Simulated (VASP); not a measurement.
TiCo, 2 atoms in the cell. Symmetry: Pm-3m, No. 221, cubic system. Conventional cell: a = 2.974 Å, b = 2.974 Å, c = 2.974 Å, α = 90.00°, β = 90.00°, γ = 90.00°. Within 3.4 Å of Ti (site symmetry m-3m) lie 8 Co at 2.58 Å and 6 Ti at 2.97 Å. Within 3.4 Å of Co (site symmetry m-3m) lie 8 Ti at 2.58 Å and 6 Co at 2.97 Å. 

```yaml
Program: VASP 6.6.1
Task: single point
Functional: PBE
Potentials_or_basis: VASP PAW PBE potentials, release 64 (Ti_sv, Co)
Cutoff: 520 eV
k_mesh: 6 × 6 × 6
Occupations: gaussian, width 0.1 eV
Spin: collinear spin, ferromagnetic start
Starting_moments: "[0.0, 1.2] μB"
Dipole_correction: no
Further_INCAR_settings: ALGO = Normal; EDIFF = 1e-06; NBANDS = 22
```

Potentials or basis: VASP PAW PBE potentials, release 64 (Ti_sv, Co).

Command:

```bash
$ cat potpaw_PBE.64/Ti_sv/POTCAR potpaw_PBE.64/Co/POTCAR > POTCAR
$ mpirun -np 1 vasp_std > vasp.out
```

Hardware: 1 thread of Intel(R) Xeon(R) 6975P-C (Granite Rapids) (shared host).

Task: How long does it take, and how much memory?

Result: Run time: 20 s on 1 thread of Intel(R) Xeon(R) 6975P-C (Granite Rapids), on a shared host, peak memory 0.15 GiB. Counts: scf iterations 20, k points 20.
